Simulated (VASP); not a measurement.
Here is a VASP 6.6.1 calculation.

The input INCAR:

```
SYSTEM = KI
PREC = Accurate
ENCUT = 520
EDIFF = 1E-6
ISMEAR = 0
SIGMA = 0.01
LREAL = .False.
LASPH = .True.
NELM = 60
ALGO = Normal
ISIF = 2
LWAVE = .False.
LCHARG = .True.
GGA = PE
LELF = .True.
LVHAR = .True.
NBANDS = 24
```

Contents of KPOINTS:

```
Automatic mesh
0
Gamma
  6 6 4
  0 0 0
```

POSCAR

```
KI
1.0
    2.4856453893     -4.3033640674      0.0000000000
    2.4856453893      4.3033640674      0.0000000000
    0.0000000000      0.0000000000      8.6793138294
K I
2 2
Direct
    0.5000000000      0.5000000000      0.5000000000
    0.5000000000      0.5000000000      0.0000000000
    0.8332197538      0.1667802462      0.2500000000
    0.1667802462      0.8332197538      0.7500000000
```

Potentials or basis: VASP PAW PBE potentials, release 64 (K_sv, I).

The run is started by

```sh
$ cat potpaw_PBE.64/K_sv/POTCAR potpaw_PBE.64/I/POTCAR > POTCAR
$ mpirun -np 1 vasp_std > vasp.out
```

(1) What does it give for the band gap on the k mesh?

(2) Estimate the pressure.

## Answers

(1) 3.78 eV, direct.

(2) 0.0 GPa.

Caveat: spin-orbit coupling is left out, which moves the levels of the heavy elements.
